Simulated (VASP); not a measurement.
# BaF2 (Fm-3m) in VASP: settings compared

The runs below take BaF2 through single point, with LDA, PBE-based screened hybrid with 5 % exact exchange.

All numbers are computed with VASP 6.6.1; they aren't measurements. Logs are shortened: lines on timing, memory, paths and dates and some standing lists are left out, and cuts for length are marked.

## Step 1: The cell of the first run

The structure is cubic, space group Fm-3m (No. 225). The conventional cell has a = 6.194 Å, b = 6.194 Å, c = 6.194 Å, α = 90.00°, β = 90.00°, γ = 90.00°. Within 3.5 Å of Ba (site symmetry m-3m) lie 8 F at 2.68 Å. F (site symmetry -43m) has 4 Ba at 2.68 Å and 6 F at 3.10 Å within 3.5 Å.

## Step 2: Single point, LDA

INCAR

```
SYSTEM = BaF2
PREC = Accurate
ENCUT = 600
EDIFF = 1E-6
ISMEAR = 0
SIGMA = 0.01
LREAL = .False.
LASPH = .True.
NELM = 120
ALGO = Normal
ISIF = 2
LWAVE = .False.
LCHARG = .False.
GGA = CA
NBANDS = 19
GGA_COMPAT = .False.
```

KPOINTS

```
Automatic mesh
0
Gamma
  4 4 4
  0 0 0
```

POSCAR

```
BaF2
1.0
    0.0000000000      3.0971612412      3.0971612412
    3.0971612412      0.0000000000      3.0971612412
    3.0971612412      3.0971612412      0.0000000000
Ba F
1 2
Direct
    0.0000000000      0.0000000000      0.0000000000
    0.2500000000      0.2500000000      0.2500000000
    0.7500000000      0.7500000000      0.7500000000
```

Potentials or basis: VASP PAW LDA potentials, release 64 (Ba_sv, F).

The run is started by

```
> cat potpaw_LDA.64/Ba_sv/POTCAR potpaw_LDA.64/F/POTCAR > POTCAR
> mpirun -np 1 vasp_std > vasp.out
```

OUTCAR:

```text
SYSTEM = BaF2
   PREC = Accurate
   ENCUT = 600
   EDIFF = 1E-6
   ISMEAR = 0
   LREAL = .False.
   LASPH = .True.
   NELM = 120
   ISIF = 2
   GGA = CA

 ion  position               nearest neighbor table
   1  0.000  0.000  0.000-   3 2.68   3 2.68   3 2.68   2 2.68   3 2.68   2 2.68   2 2.68   2 2.68

   2  0.250  0.250  0.250-   1 2.68   1 2.68   1 2.68   1 2.68
   3  0.750  0.750  0.750-   1 2.68   1 2.68   1 2.68   1 2.68

  LATTYP: Found a face centered cubic cell.
 ALAT       =     6.1943224824

  Lattice vectors:

 A1 = (   0.0000000000,   3.0971612412,   3.0971612412)
 A2 = (   3.0971612412,   0.0000000000,   3.0971612412)
 A3 = (   3.0971612412,   3.0971612412,   0.0000000000)

Analysis of symmetry for initial positions (statically):
=====================================================================
 Subroutine PRICEL returns:
 Original cell was already a primitive cell.

 Routine SETGRP: Setting up the symmetry group for a
 face centered cubic supercell.

 Subroutine GETGRP returns: Found 48 space group operations
 (whereof 48 operations were pure point group operations)
 out of a pool of 48 trial point group operations.

The static configuration has the point symmetry O_h .

Analysis of symmetry for dynamics (positions and initial velocities):
=====================================================================
 Subroutine PRICEL returns:
 Original cell was already a primitive cell.

 Routine SETGRP: Setting up the symmetry group for a
 face centered cubic supercell.

 Subroutine GETGRP returns: Found 48 space group operations
 (whereof 48 operations were pure point group operations)
 out of a pool of 48 trial point group operations.

The dynamic configuration has the point symmetry O_h .

 Subroutine INISYM returns: Found 48 space group operations
 (whereof 48 operations are pure point group operations),
 and found     1 'primitive' translations

----------------------------------------------------------------------------------------

                                     Primitive cell

  volume of cell :      59.4185

  direct lattice vectors                    reciprocal lattice vectors
     0.000000000  3.097161241  3.097161241    -0.161438156  0.161438156  0.161438156
     3.097161241  0.000000000  3.097161241     0.161438156 -0.161438156  0.161438156
     3.097161241  3.097161241  0.000000000     0.161438156  0.161438156 -0.161438156

  length of vectors
     4.380047432  4.380047432  4.380047432     0.279619089  0.279619089  0.279619089

  position of ions in fractional coordinates (direct lattice)
     0.000000000  0.000000000  0.000000000
     0.250000000  0.250000000  0.250000000
     0.750000000  0.750000000  0.750000000

  ion indices of the primitive-cell ions
   primitive index   ion index
                 1           1
                 2           2
                 3           3

----------------------------------------------------------------------------------------

 KPOINTS: Automatic mesh

Automatic generation of k-mesh.
 Grid dimensions read from file:
 generate k-points for:    4    4    4

 Generating k-lattice:

  Cartesian coordinates                     Fractional coordinates (reciprocal lattice)
    -0.040359539  0.040359539  0.040359539     0.250000000  0.000000000  0.000000000
     0.040359539 -0.040359539  0.040359539     0.000000000  0.250000000  0.000000000
     0.040359539  0.040359539 -0.040359539     0.000000000  0.000000000  0.250000000

  Length of vectors
     0.069904772  0.069904772  0.069904772

  Shift w.r.t. Gamma in fractional coordinates (k-lattice)
     0.000000000  0.000000000  0.000000000

 Subroutine IBZKPT returns following result:
 ===========================================

 Found      8 irreducible k-points:

 Following reciprocal coordinates:
            Coordinates               Weight
  0.000000  0.000000  0.000000      1.000000
  0.250000  0.000000  0.000000      8.000000
  0.500000  0.000000  0.000000      4.000000
  0.250000  0.250000  0.000000      6.000000
  0.500000  0.250000  0.000000     24.000000
 -0.250000  0.250000  0.000000     12.000000
  0.500000  0.500000  0.000000      3.000000
 -0.250000  0.500000  0.250000      6.000000
   k-points           NKPTS =      8   k-points in BZ     NKDIM =      8   number of bands    NBANDS=     19
   number of dos      NEDOS =    301   number of ions     NIONS =      3
   total plane-waves  NPLWV =  46656
   dimension x,y,z NGX =    36 NGY =   36 NGZ =   36
   dimension x,y,z NGXF=    72 NGYF=   72 NGZF=   72
   ions per type =               1   2
   NGX,Y,Z   is equivalent  to a cutoff of  13.66, 13.66, 13.66 a.u.
   NGXF,Y,Z  is equivalent  to a cutoff of  27.33, 27.33, 27.33 a.u.
 SYSTEM =  BaF2
   PREC   = accura    normal or accurate (medium, high low for compatibility)
   ISTART =      0    job   : 0-new  1-cont  2-samecut
   ICHARG =      2    charge: 1-file 2-atom 10-const
   ISPIN  =      1    spin polarized calculation?
   LNONCOLLINEAR =      F non collinear calculations
   LSORBIT =      F    spin-orbit coupling
   LASPH  =      T    aspherical Exc in radial PAW
   ENCUT  =  600.0 eV  44.10 Ry    6.64 a.u.   8.75  8.75  8.75*2*pi/ulx,y,z
   NELM   =    120;   NELMIN=  2; NELMDL= -5     # of ELM steps
   EDIFF  = 0.1E-05   stopping-criterion for ELM
   LREAL  =      F    real-space projection
[... 7 lines left out ...]
   TEBEG  =    0.0;   TEEND  =   0.0 temperature during run
   PSTRESS=    0.0 pullay stress
   NELECT =      24.0000    total number of electrons
   NUPDOWN=      -1.0000    fix difference up-down
   EMIN   =  10.00;   EMAX   =-10.00  energy-range for DOS
   EFERMI =   0.00;   METHOD = LEGACY
   ISMEAR =     0;   SIGMA  =   0.01  broadening in eV -4-tet -1-fermi 0-gaus
   EFERMI_NEDOS =   21; number of points for ismear=-14 and -15
   IALGO  =     38    algorithm
   IMIX   =      4    mixing-type and parameters
     AMIX     =   0.40;   BMIX     =  1.00
     AMIX_MAG =   1.60;   BMIX_MAG =  1.00
  volume/ion in A,a.u.               =      19.81       133.66
  Fermi-wavevector in a.u.,A,eV,Ry     =   1.210147  2.286846 19.925127  1.464456
  Thomas-Fermi vector in A             =   2.345703
   LORBIT       =      0    0 simple, 1 ext, 2 COOP (PROOUT), +10 PAW based schemes
   GGA     = CA    functional components
   LHFCALC =     F    Hartree Fock is set to
   AEXX    =    0.0000 exact exchange contribution
   IVDW    =     0    specifies the selected vdW correction
   LEPSILON=     F    determine dielectric tensor
   LRPA    =     F    only Hartree local field effects (RPA)
 non-spin polarized calculation
 Gauss-broadening in eV      SIGMA  =   0.01
  energy-cutoff  :      600.00
  volume of cell :       59.42
 maximum number of plane-waves:      2012
 NGX is ok and might be reduce to    36
   NGX = 17   NGY = 17   NGZ = 17

 number of electron      24.0000001 magnetization

 Free energy of the ion-electron system (eV)
  ---------------------------------------------------
  ext. energy  EPLUGINS =         0.00000000
  ---------------------------------------------------
  free energy    TOTEN  =       -18.60234180 eV

  energy without entropy =      -18.60234180  energy(sigma->0) =      -18.60234180

 E-fermi :  -2.4038     XC(G=0):  -9.3468

 val. band max:       -2.4528259017   @ k =  -0.2500   0.2500   0.0000
 cond. band min:       3.9465662457   @ k =   0.0000   0.0000   0.0000
 fundamental gap:      6.3993921474
 Fermi energy:        -2.4037537361

 k-point     1 :       0.0000    0.0000    0.0000
  band No.  band energies     occupation
      1     -25.3643      2.00000
      2     -20.9561      2.00000
      3     -20.9226      2.00000
      4     -10.2281      2.00000
      5     -10.2281      2.00000
      6     -10.2281      2.00000
[... 11 lines left out ...]
     18       8.8862      0.00000
     19      12.6280      0.00000

 k-point     2 :       0.2500    0.0000    0.0000
  band No.  band energies     occupation
      1     -25.2597      2.00000
      2     -21.0690      2.00000
      3     -21.0005      2.00000
      4     -10.3248      2.00000
      5     -10.3167      2.00000
      6     -10.3167      2.00000
[... 11 lines left out ...]
     18       8.9582      0.00000
     19      10.9654      0.00000

 k-point     3 :       0.5000    0.0000    0.0000
  band No.  band energies     occupation
      1     -25.1472      2.00000
      2     -21.2233      2.00000
      3     -21.0458      2.00000
      4     -10.4008      2.00000
      5     -10.4003      2.00000
      6     -10.4003      2.00000
[... 11 lines left out ...]
     18       9.1050      0.00000
     19      11.2684      0.00000

 k-point     4 :       0.2500    0.2500    0.0000
  band No.  band energies     occupation
      1     -25.2241      2.00000
      2     -21.1076      2.00000
      3     -21.0245      2.00000
      4     -10.4504      2.00000
      5     -10.4504      2.00000
      6     -10.1439      2.00000
[... 11 lines left out ...]
     18       9.1318      0.00000
     19      12.6761      0.00000

 k-point     5 :       0.5000    0.2500    0.0000
  band No.  band energies     occupation
      1     -25.1099      2.00000
      2     -21.2210      2.00000
      3     -21.1118      2.00000
      4     -10.5346      2.00000
      5     -10.5309      2.00000
      6     -10.2236      2.00000
[... 11 lines left out ...]
     18       9.9981      0.00000
     19      11.2350      0.00000

 k-point     6 :      -0.2500    0.2500    0.0000
  band No.  band energies     occupation
      1     -25.1485      2.00000
      2     -21.1532      2.00000
      3     -21.1137      2.00000
      4     -10.4198      2.00000
      5     -10.4034      2.00000
      6     -10.3900      2.00000
[... 11 lines left out ...]
     18       9.7834      0.00000
     19      11.4949      0.00000

 k-point     7 :       0.5000    0.5000    0.0000
  band No.  band energies     occupation
      1     -25.0709      2.00000
      2     -21.3049      2.00000
      3     -21.0914      2.00000
      4     -10.6532      2.00000
      5     -10.6532      2.00000
      6     -10.0472      2.00000
[... 11 lines left out ...]
     18      10.1699      0.00000
     19      12.2379      0.00000

 k-point     8 :      -0.2500    0.5000    0.2500
  band No.  band energies     occupation
      1     -25.0707      2.00000
      2     -21.2003      2.00000
      3     -21.2003      2.00000
      4     -10.6727      2.00000
      5     -10.3492      2.00000
      6     -10.3492      2.00000
[... 11 lines left out ...]
     18      11.9471      0.00000
     19      12.2464      0.00000

------------------------ aborting loop because EDIFF is reached ----------------------------------------

  FORCE on cell =-STRESS in cart. coord.  units (eV):
  Direction    XX          YY          ZZ          XY          YZ          ZX
  --------------------------------------------------------------------------------------
  -------------------------------------------------------------------------------------
  Total       -1.2266098     -1.2266098     -1.2266098      0.0000000     -0.0000000     -0.0000000
  in kB      -33.0746741    -33.0746741    -33.0746741      0.0000000     -0.0000000     -0.0000000
  external PRESSURE =     -33.0746741 kB  Pullay stress =       0.0000000 kB

 VOLUME and BASIS-vectors are now :
 -----------------------------------------------------------------------------
  energy-cutoff  :      600.00
  volume of cell :       59.42
      direct lattice vectors                 reciprocal lattice vectors
     0.000000000  3.097161241  3.097161241    -0.161438156  0.161438156  0.161438156
     3.097161241  0.000000000  3.097161241     0.161438156 -0.161438156  0.161438156
     3.097161241  3.097161241  0.000000000     0.161438156  0.161438156 -0.161438156

 POSITION                                       TOTAL-FORCE (eV/Angst)
 -----------------------------------------------------------------------------------
      0.00000      0.00000      0.00000        -0.000000      0.000000     -0.000000
      1.54858      1.54858      1.54858        -0.000000     -0.000000     -0.000000
      4.64574      4.64574      4.64574         0.000000      0.000000      0.000000
 -----------------------------------------------------------------------------------
    total drift:                                0.000000      0.000000      0.000000

  FREE ENERGIE OF THE ION-ELECTRON SYSTEM (eV)
  ---------------------------------------------------
  free  energy   TOTEN  =       -18.6023418003 eV

  energy  without entropy=      -18.6023418003  energy(sigma->0) =      -18.60234180
```

Wall time 11 s (1 thread of AMD EPYC 7R43 (Zen 3), shared host); peak memory 0.14 GiB.

What came out:

| Quantity | Value |
| --- | --- |
| Free energy | -18.6023 eV |
| Pressure | -3.3 GPa |
| Band gap on the k mesh | 6.40 eV (least direct gap 6.49 eV) |

Levels at points of the mesh, in eV from the valence-band top:
| k point | band 10 | band 11 | band 12 | band 13 | band 14 | band 15 |
| --- | --- | --- | --- | --- | --- | --- |
| (0.00, 0.00, 0.00) | -0.09 | -0.09 | -0.09 | 6.40 | 9.08 | 9.08 |
| (0.50, 0.00, 0.00) | -0.36 | -0.17 | -0.17 | 8.96 | 9.06 | 9.06 |
| (0.50, 0.50, 0.00) | -0.33 | -0.33 | -0.14 | 7.00 | 8.89 | 10.66 |

Caveat: the k points lie up to 0.44 Å⁻¹ apart; spin-orbit coupling is left out, which moves the levels of the heavy elements. A k mesh can miss the band edges.

## Step 3: Single point, PBE-based screened hybrid with 5 % exact exchange

POSCAR is that of step 2.

INCAR.step1

```
PREC = Accurate ; ENCUT = 520
EDIFF = 1E-5 ; ISMEAR = 0
SIGMA = 0.01 ; LREAL = False
LASPH = True ; NELM = 120
ALGO = Normal ; ISIF = 2
LWAVE = True ; LCHARG = False
GGA = PE ; NBANDS = 19
GGA_COMPAT = False
```

INCAR.step2

```
PREC = Accurate ; ENCUT = 520
EDIFF = 1E-6 ; ISMEAR = 0
SIGMA = 0.01 ; LREAL = False
LASPH = True ; NELM = 120
ALGO = Normal ; ISIF = 2
LWAVE = False ; LCHARG = False
GGA = PE ; LHFCALC = True
AEXX = 0.05 ; HFSCREEN = 0.2078
PRECFOCK = Normal ; ISTART = 1
NBANDS = 19 ; GGA_COMPAT = False
```

KPOINTS

```
regular mesh
0
Gamma
  4 4 4
```

Potentials or basis: VASP PAW PBE potentials, release 64 (Ba_sv, F).

The run is started by

```
> cat potpaw_PBE.64/Ba_sv/POTCAR potpaw_PBE.64/F/POTCAR > POTCAR
> cp INCAR.step1 INCAR
> mpirun -np 1 vasp_std > vasp.out
> cp INCAR.step2 INCAR
> mpirun -np 1 vasp_std > vasp.out
```

OUTCAR:

```text
PREC = Accurate
   ENCUT = 520
   EDIFF = 1E-6
   ISMEAR = 0
   LREAL = False
   LASPH = True
   NELM = 120
   ISIF = 2
   GGA = PE
   LHFCALC = True
   AEXX = 0.05
   HFSCREEN = 0.2078
   PRECFOCK = Normal
   ISTART = 1

 ion  position               nearest neighbor table
   1  0.000  0.000  0.000-   3 2.68   3 2.68   3 2.68   2 2.68   3 2.68   2 2.68   2 2.68   2 2.68

   2  0.250  0.250  0.250-   1 2.68   1 2.68   1 2.68   1 2.68
   3  0.750  0.750  0.750-   1 2.68   1 2.68   1 2.68   1 2.68

  LATTYP: Found a face centered cubic cell.
[... 360 lines left out ...]

  FORCE on cell =-STRESS in cart. coord.  units (eV):
  Direction    XX          YY          ZZ          XY          YZ          ZX
  --------------------------------------------------------------------------------------
  -------------------------------------------------------------------------------------
  Total        0.8539826      0.8539826      0.8539826     -0.0000000      0.0000000      0.0000000
  in kB       23.0270414     23.0270414     23.0270414     -0.0000000      0.0000000      0.0000000
  external PRESSURE =      23.0270414 kB  Pullay stress =       0.0000000 kB

 VOLUME and BASIS-vectors are now :
 -----------------------------------------------------------------------------
  energy-cutoff  :      520.00
  volume of cell :       59.42
      direct lattice vectors                 reciprocal lattice vectors
     0.000000000  3.097161241  3.097161241    -0.161438156  0.161438156  0.161438156
     3.097161241  0.000000000  3.097161241     0.161438156 -0.161438156  0.161438156
     3.097161241  3.097161241  0.000000000     0.161438156  0.161438156 -0.161438156

 POSITION                                       TOTAL-FORCE (eV/Angst)
 -----------------------------------------------------------------------------------
      0.00000      0.00000      0.00000         0.000000      0.000000      0.000000
      1.54858      1.54858      1.54858        -0.000000     -0.000000     -0.000000
      4.64574      4.64574      4.64574         0.000000      0.000000      0.000000
 -----------------------------------------------------------------------------------
    total drift:                               -0.000004     -0.000004     -0.000004

  FREE ENERGIE OF THE ION-ELECTRON SYSTEM (eV)
  ---------------------------------------------------
  free  energy   TOTEN  =       -17.7473971385 eV

  energy  without entropy=      -17.7473971385  energy(sigma->0) =      -17.74739714
```

OSZICAR.step1:

```text
N       E                     dE             d eps       ncg     rms          rms(c)
DAV:   1     0.139375353405E+03    0.13938E+03   -0.12771E+04   304   0.116E+03
DAV:   2    -0.115937439536E+02   -0.15097E+03   -0.14148E+03   383   0.260E+02
DAV:   3    -0.187791210848E+02   -0.71854E+01   -0.71532E+01   375   0.565E+01
DAV:   4    -0.188702570879E+02   -0.91136E-01   -0.91047E-01   374   0.612E+00
DAV:   5    -0.188733106965E+02   -0.30536E-02   -0.30532E-02   350   0.834E-01    0.858E+00
DAV:   6    -0.170856604559E+02    0.17877E+01   -0.76464E+00   310   0.213E+01    0.425E+00
DAV:   7    -0.170789308997E+02    0.67296E-02   -0.27428E-01   342   0.400E+00    0.220E+00
DAV:   8    -0.170966203917E+02   -0.17689E-01   -0.61801E-02   312   0.263E+00    0.299E-01
DAV:   9    -0.171028634239E+02   -0.62430E-02   -0.10851E-02   340   0.724E-01    0.138E-01
DAV:  10    -0.171058620911E+02   -0.29987E-02   -0.32790E-03   318   0.364E-01    0.369E-02
DAV:  11    -0.171058526743E+02    0.94168E-05   -0.17424E-04   345   0.103E-01    0.200E-02
DAV:  12    -0.171058736297E+02   -0.20955E-04   -0.48601E-05   298   0.467E-02    0.331E-03
DAV:  13    -0.171058740549E+02   -0.42529E-06   -0.64368E-07   280   0.652E-03
   1 F= -.17105874E+02 E0= -.17105874E+02  d E =-.154107E-16
```

Wall time 16 min (1 thread of AMD EPYC 7R43 (Zen 3), shared host); peak memory 0.28 GiB.

What came out:

```
Free energy            : -17.7474 eV
Pressure               : 2.3 GPa
Band gap on the k mesh : 7.15 eV (least direct gap 7.23 eV)
```

Levels at points of the mesh, in eV from the valence-band top:
```csv
k point,band 10,band 11,band 12,band 13,band 14,band 15
"(0.00, 0.00, 0.00)",-0.08,-0.08,-0.08,7.15,9.61,9.61
"(0.50, 0.00, 0.00)",-0.35,-0.17,-0.17,9.54,9.60,9.60
"(0.50, 0.50, 0.00)",-0.33,-0.33,-0.14,7.63,9.43,11.11
```

Caveat: the k points lie up to 0.44 Å⁻¹ apart; the PAW data sets were made with another functional, which shifts forces and pressure a little; spin-orbit coupling is left out, which moves the levels of the heavy elements. A k mesh can miss the band edges.
